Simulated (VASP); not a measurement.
# Al3GaN4 in VASP: notebook

Runs on Al3GaN4. Level: PBEsol. Tasks: relaxation of cell and atoms, single point.

Everything below comes from runs of VASP 6.6.1. Logs are shortened: lines on timing, memory, paths and dates and some standing lists are left out, and cuts for length are marked.

## (1) The cell of the first run

It takes space group P-43m (No. 215, cubic). The conventional cell has a = 4.282 Å, b = 4.282 Å, c = 4.282 Å, α = 90.00°, β = 90.00°, γ = 90.00°. Al (site symmetry -42m) has 4 N at 1.84 Å within 2.4 Å. Ga (site symmetry -43m) has 4 N at 1.89 Å within 2.5 Å. N (site symmetry 3m) has 3 Al at 1.84 Å and 1 Ga at 1.89 Å within 2.4 Å.

## (2) Relaxation of cell and atoms, PBEsol, target pressure 20 GPa, at which the enthalpy is minimised

INCAR

```
SYSTEM = Al3GaN4
  PREC = Accurate
  ENCUT = 600
  EDIFF = 1E-7
  ISMEAR = 0
  SIGMA = 0.02
  LREAL = .FALSE.
  LASPH = .TRUE.
  NELM = 60
  ALGO = Normal
  ISIF = 3
  LWAVE = .FALSE.
  LCHARG = .FALSE.
  GGA = PS
  IBRION = 2
  NSW = 70
  EDIFFG = -0.008
  PSTRESS = 200.0
```

KPOINTS

```
regular mesh
0
G
  6 6 6
  0 0 0
```

POSCAR

```
Al3GaN4
1.0
    4.2816221805      0.0000000000      0.0000000000
    0.0000000000      4.2816221805      0.0000000000
    0.0000000000      0.0000000000      4.2816221805
Al Ga N
3 1 4
Direct
    0.5000000000      0.5000000000      0.0000000000
    0.5000000000      0.0000000000      0.5000000000
    0.0000000000      0.5000000000      0.5000000000
    0.0000000000      0.0000000000      0.0000000000
    0.7446632026      0.7446632026      0.2553367974
    0.7446632026      0.2553367974      0.7446632026
    0.2553367974      0.7446632026      0.7446632026
    0.2553367974      0.2553367974      0.2553367974
```

Potentials or basis: VASP PAW PBE potentials, release 64 (Al, Ga_d, N).

Command:

```console
cat potpaw_PBE.64/Al/POTCAR potpaw_PBE.64/Ga_d/POTCAR potpaw_PBE.64/N/POTCAR > POTCAR
mpirun -np 1 vasp_std > vasp.out
```

OUTCAR:

```text
SYSTEM = Al3GaN4
   PREC = Accurate
   ENCUT = 600
   EDIFF = 1E-7
   ISMEAR = 0
   LREAL = .FALSE.
   LASPH = .TRUE.
   NELM = 60
   ISIF = 3
   GGA = PS
   IBRION = 2
   NSW = 70
   EDIFFG = -0.008
   PSTRESS = 200.0

 ion  position               nearest neighbor table
   1  0.500  0.500  0.000-   5 1.84   6 1.84   7 1.84   8 1.84   3 3.03   4 3.03   2 3.03   2 3.03
                             3 3.03   2 3.03   4 3.03   2 3.03   3 3.03   4 3.03   3 3.03   4 3.03
   2  0.500  0.000  0.500-   5 1.84   6 1.84   7 1.84   8 1.84   3 3.03   4 3.03   1 3.03   1 3.03
                             4 3.03   1 3.03   3 3.03   1 3.03   3 3.03   4 3.03   4 3.03   3 3.03
   3  0.000  0.500  0.500-   5 1.84   6 1.84   7 1.84   8 1.84   2 3.03   4 3.03   1 3.03   1 3.03
                             4 3.03   2 3.03   4 3.03   4 3.03   1 3.03   2 3.03   1 3.03   2 3.03
   4  0.000  0.000  0.000-   5 1.89   6 1.89   7 1.89   8 1.89   2 3.03   3 3.03   1 3.03   2 3.03
                             3 3.03   1 3.03   3 3.03   3 3.03   1 3.03   2 3.03   2 3.03   1 3.03
   5  0.745  0.745  0.255-   1 1.84   2 1.84   3 1.84   4 1.89
   6  0.745  0.255  0.745-   1 1.84   2 1.84   3 1.84   4 1.89
   7  0.255  0.745  0.745-   1 1.84   2 1.84   3 1.84   4 1.89
   8  0.255  0.255  0.255-   1 1.84   2 1.84   3 1.84   4 1.89

  LATTYP: Found a simple cubic cell.
 ALAT       =     4.2816221805

  Lattice vectors:

 A1 = (   4.2816221805,   0.0000000000,   0.0000000000)
 A2 = (   0.0000000000,   4.2816221805,   0.0000000000)
 A3 = (   0.0000000000,   0.0000000000,   4.2816221805)

Analysis of symmetry for initial positions (statically):
=====================================================================
 Subroutine PRICEL returns:
 Original cell was already a primitive cell.

 Routine SETGRP: Setting up the symmetry group for a
 simple cubic supercell.

 Subroutine GETGRP returns: Found 24 space group operations
 (whereof 24 operations were pure point group operations)
 out of a pool of 48 trial point group operations.

The static configuration has the point symmetry T_d .

Analysis of symmetry for dynamics (positions and initial velocities):
=====================================================================
 Subroutine PRICEL returns:
 Original cell was already a primitive cell.

 Routine SETGRP: Setting up the symmetry group for a
 simple cubic supercell.

 Subroutine GETGRP returns: Found 24 space group operations
 (whereof 24 operations were pure point group operations)
 out of a pool of 48 trial point group operations.

The dynamic configuration has the point symmetry T_d .

 Subroutine INISYM returns: Found 24 space group operations
 (whereof 24 operations are pure point group operations),
 and found     1 'primitive' translations

----------------------------------------------------------------------------------------

                                     Primitive cell

  volume of cell :      78.4919

  direct lattice vectors                    reciprocal lattice vectors
     4.281622181  0.000000000  0.000000000     0.233556339  0.000000000  0.000000000
     0.000000000  4.281622181  0.000000000     0.000000000  0.233556339  0.000000000
     0.000000000  0.000000000  4.281622181     0.000000000  0.000000000  0.233556339

  length of vectors
     4.281622181  4.281622181  4.281622181     0.233556339  0.233556339  0.233556339

  position of ions in fractional coordinates (direct lattice)
     0.500000000  0.500000000  0.000000000
     0.500000000  0.000000000  0.500000000
     0.000000000  0.500000000  0.500000000
     0.000000000  0.000000000  0.000000000
     0.744663203  0.744663203  0.255336797
     0.744663203  0.255336797  0.744663203
     0.255336797  0.744663203  0.744663203
     0.255336797  0.255336797  0.255336797

  ion indices of the primitive-cell ions
   primitive index   ion index
                 1           1
                 2           2
                 3           3
                 4           4
                 5           5
                 6           6
                 7           7
                 8           8

----------------------------------------------------------------------------------------

 KPOINTS: regular mesh

Automatic generation of k-mesh.
 Grid dimensions read from file:
 generate k-points for:    6    6    6

 Generating k-lattice:

  Cartesian coordinates                     Fractional coordinates (reciprocal lattice)
     0.038926056  0.000000000  0.000000000     0.166666667  0.000000000  0.000000000
     0.000000000  0.038926056  0.000000000     0.000000000  0.166666667  0.000000000
     0.000000000  0.000000000  0.038926056     0.000000000  0.000000000  0.166666667

  Length of vectors
     0.038926056  0.038926056  0.038926056

  Shift w.r.t. Gamma in fractional coordinates (k-lattice)
     0.000000000  0.000000000  0.000000000

 Subroutine IBZKPT returns following result:
 ===========================================

 Found     20 irreducible k-points:

 Following reciprocal coordinates:
            Coordinates               Weight
  0.000000  0.000000  0.000000      1.000000
  0.166667  0.000000  0.000000      6.000000
  0.333333  0.000000  0.000000      6.000000
  0.500000  0.000000  0.000000      3.000000
  0.166667  0.166667  0.000000     12.000000
  0.333333  0.166667  0.000000     24.000000
[... 12 lines left out ...]
  0.500000  0.500000  0.333333      6.000000
  0.500000  0.500000  0.500000      1.000000
   k-points           NKPTS =     20   k-points in BZ     NKDIM =     20   number of bands    NBANDS=     26
   number of dos      NEDOS =    301   number of ions     NIONS =      8
   total plane-waves  NPLWV =  46656
   dimension x,y,z NGX =    36 NGY =   36 NGZ =   36
   dimension x,y,z NGXF=    72 NGYF=   72 NGZF=   72
   ions per type =               3   1   4
   NGX,Y,Z   is equivalent  to a cutoff of  13.98, 13.98, 13.98 a.u.
   NGXF,Y,Z  is equivalent  to a cutoff of  27.96, 27.96, 27.96 a.u.
 SYSTEM =  Al3GaN4
   PREC   = accura    normal or accurate (medium, high low for compatibility)
   ISTART =      0    job   : 0-new  1-cont  2-samecut
   ICHARG =      2    charge: 1-file 2-atom 10-const
   ISPIN  =      1    spin polarized calculation?
   LNONCOLLINEAR =      F non collinear calculations
   LSORBIT =      F    spin-orbit coupling
   LASPH  =      T    aspherical Exc in radial PAW
   ENCUT  =  600.0 eV  44.10 Ry    6.64 a.u.   8.55  8.55  8.55*2*pi/ulx,y,z
   NELM   =     60;   NELMIN=  2; NELMDL= -5     # of ELM steps
   EDIFF  = 0.1E-06   stopping-criterion for ELM
   LREAL  =      F    real-space projection
   EDIFFG = -.8E-02   stopping-criterion for IOM
   NSW    =     70    number of steps for IOM
   IBRION =      2    ionic relax: 0-MD 1-quasi-New 2-CG
   NFREE  =      1    steps in history (QN), initial steepest desc. (CG)
   ISIF   =      3    stress and relaxation
   ISYM   =      2    0-nonsym 1-usesym 2-fastsym
   POTIM  = 0.5000    time-step for ionic-motion
   TEBEG  =    0.0;   TEEND  =   0.0 temperature during run
   PSTRESS=  200.0 pullay stress
   NELECT =      42.0000    total number of electrons
   NUPDOWN=      -1.0000    fix difference up-down
   EMIN   =  10.00;   EMAX   =-10.00  energy-range for DOS
   EFERMI =   0.00;   METHOD = LEGACY
   ISMEAR =     0;   SIGMA  =   0.02  broadening in eV -4-tet -1-fermi 0-gaus
   EFERMI_NEDOS =   21; number of points for ismear=-14 and -15
   IALGO  =     38    algorithm
   IMIX   =      4    mixing-type and parameters
     AMIX     =   0.40;   BMIX     =  1.00
     AMIX_MAG =   1.60;   BMIX_MAG =  1.00
  volume/ion in A,a.u.               =       9.81        66.21
  Fermi-wavevector in a.u.,A,eV,Ry     =   1.329075  2.511588 24.033891  1.766441
  Thomas-Fermi vector in A             =   2.458265
   LORBIT       =      0    0 simple, 1 ext, 2 COOP (PROOUT), +10 PAW based schemes
   GGA     = PS    functional components
   LHFCALC =     F    Hartree Fock is set to
   AEXX    =    0.0000 exact exchange contribution
   IVDW    =     0    specifies the selected vdW correction
   LEPSILON=     F    determine dielectric tensor
   LRPA    =     F    only Hartree local field effects (RPA)
 conjugate gradient relaxation of ions
 non-spin polarized calculation
 Gauss-broadening in eV      SIGMA  =   0.02
  energy-cutoff  :      600.00
  volume of cell :       78.49
 maximum number of plane-waves:      2632
 NGX is ok and might be reduce to    36
   NGX = 17   NGY = 17   NGZ = 17

--------------------------------------- Ionic step        1  -------------------------------------------

 number of electron      42.0000012 magnetization

 Free energy of the ion-electron system (eV)
  ---------------------------------------------------
  ext. energy  EPLUGINS =         0.00000000
  ---------------------------------------------------
  free energy    TOTEN  =       -59.53412303 eV

  energy without entropy =      -59.53412303  energy(sigma->0) =      -59.53412303

------------------------ aborting loop because EDIFF is reached ----------------------------------------

  FORCE on cell =-STRESS in cart. coord.  units (eV):
  Direction    XX          YY          ZZ          XY          YZ          ZX
  --------------------------------------------------------------------------------------
  -------------------------------------------------------------------------------------
  Total        9.9179507      9.9179507      9.9179507     -0.0000000      0.0000000     -0.0000000
  in kB      202.4452087    202.4452087    202.4452087     -0.0000000      0.0000000     -0.0000000
  external PRESSURE =       2.4452087 kB  Pullay stress =     200.0000000 kB

 VOLUME and BASIS-vectors are now :
 -----------------------------------------------------------------------------
  energy-cutoff  :      600.00
  volume of cell :       78.49
      direct lattice vectors                 reciprocal lattice vectors
     4.281622181  0.000000000  0.000000000     0.233556339  0.000000000  0.000000000
     0.000000000  4.281622181  0.000000000     0.000000000  0.233556339  0.000000000
     0.000000000  0.000000000  4.281622181     0.000000000  0.000000000  0.233556339
[... 58 lines left out ...]
  FREE ENERGIE OF THE ION-ELECTRON SYSTEM (eV)
  ---------------------------------------------------
  free  energy   TOTEN  =       -59.5553235983 eV

  energy  without entropy=      -59.5553235983  energy(sigma->0) =      -59.55532360

  enthalpy is  TOTEN    =       -49.7359159967 eV   P V=        9.8194076016

--------------------------------------- Ionic step        3  -------------------------------------------

 number of electron      42.0000012 magnetization

 Free energy of the ion-electron system (eV)
  ---------------------------------------------------
  ext. energy  EPLUGINS =         0.00000000
  ---------------------------------------------------
  free energy    TOTEN  =       -59.54360803 eV

  energy without entropy =      -59.54360803  energy(sigma->0) =      -59.54360803

 E-fermi :   6.5748     XC(G=0): -11.7313

 val. band max:        6.4848660279   @ k =   0.1667   0.1667   0.0000
 cond. band min:       9.8538706267   @ k =   0.0000   0.0000   0.0000
 fundamental gap:      3.3690045988
 Fermi energy:         6.5747644497

 k-point     1 :       0.0000    0.0000    0.0000
  band No.  band energies     occupation
      1      -9.2527      2.00000
      2      -7.0963      2.00000
      3      -7.0963      2.00000
      4      -7.0963      2.00000
      5      -6.0804      2.00000
      6      -6.0804      2.00000
[... 18 lines left out ...]
     25      10.6238      0.00000
     26      13.9246      0.00000
[... 571 lines left out ...]
 POSITION                                       TOTAL-FORCE (eV/Angst)
 -----------------------------------------------------------------------------------
      2.14150      2.14150     -0.00000        -0.000000     -0.000000     -0.000000
      2.14150     -0.00000      2.14150         0.000000      0.000000     -0.000000
     -0.00000      2.14150      2.14150        -0.000000      0.000000     -0.000000
      0.00000      0.00000      0.00000        -0.000000     -0.000000      0.000000
      3.18940      3.18940      1.09359         0.000391      0.000391     -0.000391
      3.18940      1.09359      3.18940         0.000391     -0.000391      0.000391
      1.09359      3.18940      3.18940        -0.000391      0.000391      0.000391
      1.09359      1.09359      1.09359        -0.000391     -0.000391     -0.000391
 -----------------------------------------------------------------------------------
    total drift:                                0.000000      0.000000     -0.000000

  FREE ENERGIE OF THE ION-ELECTRON SYSTEM (eV)
  ---------------------------------------------------
  free  energy   TOTEN  =       -59.5436080286 eV

  energy  without entropy=      -59.5436080286  energy(sigma->0) =      -59.54360803

  enthalpy is  TOTEN    =       -49.7360214259 eV   P V=        9.8075866027

 reached required accuracy - stopping structural energy minimisation
```

It took 2.4 min on 1 thread of Intel Xeon 8259CL, shared host; peak memory 0.24 GiB.

What came out:

| Property | Result |
| --- | --- |
| Free energy | -59.5436 eV |
| Relaxed volume | 9.82 Å³/atom |
| Relaxed cell | a = 4.283 Å, b = 4.283 Å, c = 4.283 Å, α = 90.00°, β = 90.00°, γ = 90.00° |
| Space group after relaxing (to 0.1 Å) | P-43m (No. 215) |
| Energy change on relaxing (the run minimises the enthalpy) | -1.2 meV/atom |
| Ionic steps | 3 |
| Pressure after relaxing | 20.0 GPa |
| Band gap on the k mesh | 3.37 eV (least direct gap 3.38 eV) |

The path:
```
step  energy change (eV)  largest force (eV/Å)  pressure (GPa)  volume (Å³)
   1              0.0000                0.0012           20.24        78.49
   2             -0.0212                0.0005           19.62        78.66
   3             -0.0095                0.0007           20.01        78.57
```

Final structure:
```
Al Ga N
1.0
     4.28300    0.00000    0.00000
     0.00000    4.28300    0.00000
     0.00000    0.00000    4.28300
Al Ga N
3 1 4
Direct
  0.50000 0.50000 0.00000
  0.50000 0.00000 0.50000
  0.00000 0.50000 0.50000
  0.00000 0.00000 0.00000
  0.74467 0.74467 0.25533
  0.74467 0.25533 0.74467
  0.25533 0.74467 0.74467
  0.25533 0.25533 0.25533
```

Caveat: the cell is relaxed towards a set pressure, so the run minimises the enthalpy, not the energy; the PAW data sets were made with another functional, which shifts forces and pressure a little. A k mesh can miss the band edges.

## (3) Relaxation of cell and atoms, PBEsol, target pressure 10 GPa, at which the enthalpy is minimised

This run uses another cell than the first one, of 10.21 Å³/atom.

INCAR

```
SYSTEM = Al3GaN4
  PREC = Accurate
  ENCUT = 600
  EDIFF = 1E-6
  ISMEAR = 0
  SIGMA = 0.02
  LREAL = .False.
  LASPH = .True.
  NELM = 100
  ALGO = Normal
  ISIF = 3
  LWAVE = .False.
  LCHARG = .False.
  GGA = PS
  IBRION = 2
  NSW = 70
  EDIFFG = -0.008
  PSTRESS = 100.0
```

KPOINTS

```
Automatic mesh
0
Gamma
  6 6 6
  0 0 0
```

POSCAR

```
Al3GaN4
1.0
    4.3391207549      0.0000000000      0.0000000000
    0.0000000000      4.3391207549      0.0000000000
    0.0000000000      0.0000000000      4.3391207549
Al Ga N
3 1 4
Direct
    0.5000000000      0.5000000000      0.0000000000
    0.5000000000      0.0000000000      0.5000000000
    0.0000000000      0.5000000000      0.5000000000
    0.0000000000      0.0000000000      0.0000000000
    0.7446859999      0.7446859999      0.2553140001
    0.7446859999      0.2553140001      0.7446859999
    0.2553140001      0.7446859999      0.7446859999
    0.2553140001      0.2553140001      0.2553140001
```

Potentials or basis: VASP PAW PBE potentials, release 64 (Al, Ga_d, N).

Command:

```console
cat potpaw_PBE.64/Al/POTCAR potpaw_PBE.64/Ga_d/POTCAR potpaw_PBE.64/N/POTCAR > POTCAR
mpirun -np 1 vasp_std > vasp.out
```

Wall time 76 s (1 thread of Intel Xeon 8259CL, shared host); peak memory 0.23 GiB.

The run converged. Its results:

- Free energy: -59.8379 eV
- Pressure after relaxing: 9.9 GPa
- Largest force after relaxing: 0.007 eV/Å
- Band gap on the k mesh: 3.35 eV

Forces in eV/Å, atoms in the order of the input:
```
Al   0.000  0.000  0.000
Al   0.000  0.000  0.000
Al   0.000  0.000  0.000
Ga   0.000  0.000  0.000
N    0.004  0.004 -0.004
N    0.004 -0.004  0.004
N   -0.004  0.004  0.004
N   -0.004 -0.004 -0.004
```

Final structure:
```yaml
crystal:
  lattice:
    - [4.33912, 0.00000, 0.00000]
    - [0.00000, 4.33912, 0.00000]
    - [0.00000, 0.00000, 4.33912]
  atoms:
    - { symbol: Al, position: [0.50000, 0.50000, 0.00000] }
    - { symbol: Al, position: [0.50000, 0.00000, 0.50000] }
    - { symbol: Al, position: [0.00000, 0.50000, 0.50000] }
    - { symbol: Ga, position: [0.00000, 0.00000, 0.00000] }
    - { symbol: N, position: [0.74469, 0.74469, 0.25531] }
    - { symbol: N, position: [0.74469, 0.25531, 0.74469] }
    - { symbol: N, position: [0.25531, 0.74469, 0.74469] }
    - { symbol: N, position: [0.25531, 0.25531, 0.25531] }
```

Levels at points of the mesh, in eV from the valence-band top:
| k point | band 18 | band 19 | band 20 | band 21 | band 22 | band 23 | band 24 | band 25 |
| --- | --- | --- | --- | --- | --- | --- | --- | --- |
| (0.00, 0.00, 0.00) | -2.05 | 0.00 | 0.00 | 0.00 | 3.35 | 3.35 | 3.35 | 3.81 |
| (0.50, 0.00, 0.00) | -1.27 | -1.27 | -0.97 | -0.97 | 5.74 | 5.81 | 6.16 | 6.16 |
| (0.50, 0.50, 0.00) | -0.86 | -0.56 | -0.55 | -0.55 | 7.65 | 7.65 | 7.66 | 7.91 |
| (0.50, 0.50, 0.50) | -0.60 | -0.38 | -0.38 | -0.38 | 5.86 | 7.31 | 7.31 | 7.31 |

Caveat: the relaxation stopped at its first step, so nothing moved; the cell is relaxed towards a set pressure, so the run minimises the enthalpy, not the energy; the PAW data sets were made with another functional, which shifts forces and pressure a little. A k mesh can miss the band edges.

(Part 1 of 2 ends here.)
